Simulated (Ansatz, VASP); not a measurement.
SiW6 in VASP and in Ansatz

File INCAR:

```
PREC = Accurate
ENCUT = 520
EDIFF = 1E-6
ISMEAR = 0
SIGMA = 0.1
LREAL = F
LASPH = T
NELM = 100
ALGO = Normal
ISIF = 2
LWAVE = F
LCHARG = F
LDIPOL = T
IDIPOL = 3
DIPOL = 0.5 0.5 0.323
GGA = PE
IVDW = 12
NBANDS = 53
```

KPOINTS

```
regular mesh
0
Gamma
  6 6 1
```

The input POSCAR:

```
SiW6
1.0
    4.4682526257      0.0000000000      0.0000000000
   -2.2341263128      3.8696202844      0.0000000000
    0.0000000000      0.0000000000     21.6259061357
W Si
6 1
Direct
    0.6666666667      0.3333333333      0.1849633479
    0.3333333333      0.6666666667      0.2271386095
    0.0000000000      0.0000000000      0.2693138710
    0.6666666667      0.3333333333      0.3085097946
    0.3333333333      0.6666666667      0.3483008428
    0.0000000000      0.0000000000      0.3849968683
    0.2222222222      0.1111111111      0.5375916303
```

Input for Ansatz:

```yaml
crystal:
  lattice:
    - [4.4682526257, 0.0, 0.0]
    - [-2.2341263128, 3.8696202844, 0.0]
    - [0.0, 0.0, 21.6259061357]
  atoms:
    - { symbol: W, position: [0.6666666667, 0.3333333333, 0.1849633479] }
    - { symbol: W, position: [0.3333333333, 0.6666666667, 0.2271386095] }
    - { symbol: W, position: [0.0, 0.0, 0.269313871] }
    - { symbol: W, position: [0.6666666667, 0.3333333333, 0.3085097946] }
    - { symbol: W, position: [0.3333333333, 0.6666666667, 0.3483008428] }
    - { symbol: W, position: [0.0, 0.0, 0.3849968683] }
    - { symbol: Si, position: [0.2222222222, 0.1111111111, 0.5375916303] }
basis:
  ecutwfc: 420
kpoints:
  mp_grid: { grid: [6, 6, 1] }
hamiltonian:
  xc: pbe
  pseudopotentials: { kind: paw, azcp: { folder: soft_1 } }
  dispersion: d3bj
scf:
  occupations: { method: gaussian, width: 0.1 }
output:
  forces: true
  eigenvalues: true
efield:
  axis: 3
  dipole_correction: true
  ramp_width: 0.04
```

Alike in both runs: task single point; functional PBE; dispersion D3(BJ); k mesh 6 × 6 × 1; occupations gaussian, width 0.1 eV; no spin polarisation.

|  | VASP | Ansatz |
| --- | --- | --- |
| version | VASP 6.6.1 | Ansatz 0.2.0 |
| potentials or method | VASP PAW PBE potentials, release 64 (W_sv, Si), cutoff 520 eV | scalar-relativistic, plane waves, PAW |
| valence electrons in the cell | 88 | 88 |

```tsv
	VASP	Ansatz	Ansatz less VASP
gap on the k mesh at the Fermi level (eV)	none	none	-
rms of the force components (eV/Å)	0.851	0.841	-0.0098
```

Atom by atom the forces differ by 0.022 eV/Å (rms over components). A gap of «none» marks a metal or a gap that the smearing closes. Ansatz's warnings: dispersion switch in reach, vacuum below fermi.

Spin-orbit coupling is off throughout.
